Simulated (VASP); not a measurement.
A run of VASP 6.6.1 is set up as follows.

The input INCAR:

```
PREC = Accurate
ENCUT = 600
EDIFF = 1E-6
ISMEAR = 0
SIGMA = 0.1
LREAL = F
LASPH = T
NELM = 100
ALGO = Fast
ISIF = 3
LWAVE = F
LCHARG = F
GGA = PE
IBRION = 2
NSW = 100
EDIFFG = -0.01
```

The input KPOINTS:

```
Automatic mesh
0
Gamma
  10 10 10
```

Contents of POSCAR:

```
HfGe3
1.0
    5.1944752854      0.0000000000      0.0000000000
    0.0000000000      5.1944752854      0.0000000000
    0.0000000000      0.0000000000      5.1944752854
Hf Ge
1 3
Direct
    0.0000000000      0.0000000000      0.0000000000
    0.5000000000      0.0000000000      0.0000000000
    0.0000000000      0.5000000000      0.0000000000
    0.0000000000      0.0000000000      0.5000000000
```

Potentials or basis: VASP PAW PBE potentials, release 64 (Hf_pv, Ge_d).

Command:

```console
$ cat potpaw_PBE.64/Hf_pv/POTCAR potpaw_PBE.64/Ge_d/POTCAR > POTCAR
$ mpirun -np 1 vasp_std > vasp.out
```

(1) Estimate the relaxed cell.

(2) Estimate the space group after relaxing (to 0.1 Å).

Answers

(1) a = 5.200 Å, b = 5.200 Å, c = 5.200 Å, α = 90.00°, β = 90.00°, γ = 90.00°.

(2) Pm-3m (No. 221).
